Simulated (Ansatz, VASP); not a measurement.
## One calculation of NbPdSe3, two programs

```
CELL_PARAMETERS angstrom
4.76498 0.00000 0.00000
0.00000 4.76498 0.00000
0.00000 0.00000 6.83499
ATOMIC_POSITIONS crystal
Nb 0.00000 0.00000 0.71375
Pd 0.50000 0.50000 0.68892
Se 0.00000 0.50000 0.55554
Se 0.00000 0.00000 0.04794
Se 0.50000 0.00000 0.55554
```

Change from the starting cell: species swapped into the CsInBr3 type (P4mm, No. 99).

Alike in both runs: functional PBE; k mesh 8 × 8 × 6; occupations gaussian, width 0.1 eV; no spin polarisation.

Ansatz relaxed the structure, and its values are those at the end. VASP's run is a single point on that final structure, the one shown.

```csv
,VASP,Ansatz
version,VASP 6.6.1,Ansatz 0.2.0
potentials or method,"VASP PAW PBE potentials, release 64 (Nb_sv, Pd, Se), cutoff 520 eV","scalar-relativistic, plane waves, PAW"
valence electrons in the cell,41,79
```

```csv
,VASP,Ansatz,Ansatz less VASP
gap on the k mesh at the Fermi level (eV),none,none,-
pressure (GPa),0.0,0.0,+0.01
rms of the force components (eV/Å),0.004,0.000,-0.0037
```

A gap of «none» marks a metal or a gap that the smearing closes. The functional is the same, so the differences come from potentials, cutoffs and numerics. VASP's potentials hold 41 valence electrons a cell and Ansatz's 79, so a difference there can come from the potentials and not from the codes.
